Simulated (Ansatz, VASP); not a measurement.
## One calculation of TaN, two programs

```xyz
2
Lattice="2.9380 0.0000 0.0000 -1.4690 2.5444 0.0000 0.0000 0.0000 2.8542" Properties=species:S:1:pos:R:3 pbc="T T T"
Ta    0.0000    1.6963    1.4271
N     0.0000    0.0000    0.0000
```

Change from the starting cell: zz strain of -1 %, PAW files.

Alike in both runs: task electric field gradients; functional LDA; k mesh 12 × 12 × 10; occupations fermi-dirac, width 0.02 eV; no spin polarisation.

|  | VASP | Ansatz |
| --- | --- | --- |
| version | VASP 6.6.1 | Ansatz 0.2.0 |
| potentials or method | VASP PAW LDA potentials, release 64 (Ta_pv, N) | PAW with Ansatz's default frozen-core files, scalar-relativistic |
| plane-wave cutoff (eV) | 520 | 420 |
| valence electrons in the cell | 16 | 18 |

Ansatz gave:

* pressure (GPa): -7.9
* traceless stress, the component that is largest in VASP (GPa): 3.57
* size of Vzz on the site where it differs most (V/Å²): 41.4

Question: What did VASP give for the same quantities?

Answer: Pressure (GPa): -6.0; traceless stress, the component that is largest in VASP (GPa): 3.73; size of Vzz on the site where it differs most (V/Å²): 9.8.

LDA's correlation is that of Perdew and Zunger in VASP and of Perdew and Wang (1992) in Ansatz. VASP's potentials hold 16 valence electrons a cell and Ansatz's 18, so a difference there can come from the potentials and not from the codes.

Spin-orbit coupling is off throughout.
